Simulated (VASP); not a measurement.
Here is a VASP 6.6.1 calculation.

The input INCAR:

```
SYSTEM = Ag2O
ALGO = Normal ; EDIFF = 1E-6
ENCUT = 600 ; GGA = PE
GGA_COMPAT = .FALSE. ; ISIF = 2
ISMEAR = 0 ; LASPH = .TRUE.
LCHARG = .FALSE. ; LREAL = .FALSE.
LWAVE = .FALSE. ; NBANDS = 37
NELM = 120 ; PREC = Accurate
SIGMA = 0.1
```

File KPOINTS:

```
k-points
0
G
  8 8 8
  0 0 0
```

File POSCAR:

```
Ag2O
1.0
    4.6195747188      0.0000000000      0.0000000000
    0.0000000000      4.6195747188      0.0000000000
    0.0000000000      0.0000000000      4.6195747188
Ag O
4 2
Direct
    0.7500000000      0.7500000000      0.7500000000
    0.7500000000      0.2500000000      0.2500000000
    0.2500000000      0.2500000000      0.7500000000
    0.2500000000      0.7500000000      0.2500000000
    0.0000000000      0.0000000000      0.0000000000
    0.5000000000      0.5000000000      0.5000000000
```

Potentials or basis: VASP PAW PBE potentials, release 64 (Ag, O).

The run is started by

```sh
$ cat potpaw_PBE.64/Ag/POTCAR potpaw_PBE.64/O/POTCAR > POTCAR
$ mpirun -np 1 vasp_std > vasp.out
```

Problem. What does it give for the band gap on the k mesh?

Solution. 0.15 eV.

Problem. What does it give for the pressure?

Solution. 11.6 GPa.

Caveat: the cell stands under pressure. A k mesh can miss the band edges.
